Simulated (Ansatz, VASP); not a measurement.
Bi2Se3: VASP beside Ansatz

INCAR

```
SYSTEM = Bi2Se3
ALGO = Normal
EDIFF = 1E-7
ENCUT = 520
GGA = PS
ISIF = 2
ISMEAR = -1
LASPH = .True.
LCHARG = .False.
LREAL = .False.
LWAVE = .False.
NBANDS = 32
NELM = 100
PREC = Accurate
SIGMA = 0.03
```

The input KPOINTS:

```
k-points
0
Gamma
  6 6 6
  0 0 0
```

Contents of POSCAR:

```
Bi2Se3
1.0
    2.0714992968      1.1959806766      9.3544234000
   -2.0714992968      1.1959806766      9.3544234000
    0.0000000000     -2.3919613533      9.3544234000
Bi Se
2 3
Direct
    0.4008000000      0.4008000000      0.4008000000
    0.5992000000      0.5992000000      0.5992000000
    0.0000000000      0.0000000000      0.0000000000
    0.2117000000      0.2117000000      0.2117000000
    0.7883000000      0.7883000000      0.7883000000
```

Input for Ansatz:

```yaml
crystal:
  lattice:
    - [2.0714992968, 1.1959806766, 9.3544234]
    - [-2.0714992968, 1.1959806766, 9.3544234]
    - [0.0, -2.3919613533, 9.3544234]
  atoms:
    - { symbol: Bi, position: [0.4008, 0.4008, 0.4008] }
    - { symbol: Bi, position: [0.5992, 0.5992, 0.5992] }
    - { symbol: Se, position: [0.0, 0.0, 0.0] }
    - { symbol: Se, position: [0.2117, 0.2117, 0.2117] }
    - { symbol: Se, position: [0.7883, 0.7883, 0.7883] }
kpoints:
  mp_grid: { grid: [6, 6, 6] }
  band_path:
    path:
      - [0.0, 0.0, 0.0]
      - [0.5, 0.5, 0.5]
      - [0.8224359301, 0.1775640699, 0.5]
      - [0.5, -0.1775640699, 0.1775640699]
      - [0.5, 0.0, 0.0]
      - [0.0, 0.0, 0.0]
      - [0.3387820349, -0.3387820349, 0.0]
      - [0.6612179651, 0.0, 0.3387820349]
      - [0.5, 0.0, 0.5]
    npoints: 5
scf:
  occupations: { method: fermi_dirac, width: 0.03 }
hamiltonian:
  xc: pbesol
  pseudopotentials: { kind: all_electron, lapw: { basis_error: 0.0005 } }
output:
  forces: true
  stress: true
  eigenvalues: true
```

Change from the starting cell: zz strain of -2 %.

Alike in both runs: task single point; functional PBEsol; k mesh 6 × 6 × 6; occupations fermi-dirac, width 0.03 eV; no spin polarisation.

|  | VASP | Ansatz |
| --- | --- | --- |
| version | VASP 6.6.1 | Ansatz 0.2.0 |
| potentials or method | VASP PAW PBE potentials, release 64 (Bi_d, Se), cutoff 520 eV | all-electron LAPW, scalar-relativistic |

```tsv
	VASP	Ansatz	Ansatz less VASP
pressure (GPa)	1.0	1.0	-0.04
traceless stress, the component that is largest in VASP (GPa)	0.52	0.52	+0.002
rms of the force components (eV/Å)	0.139	0.132	-0.0075
```

VASP's potentials were made for PBE, not for PBEsol. Atom by atom the forces differ by 0.008 eV/Å (rms over components). Ansatz ran all-electron here, and VASP with PAW potentials.

Spin-orbit coupling is off throughout.
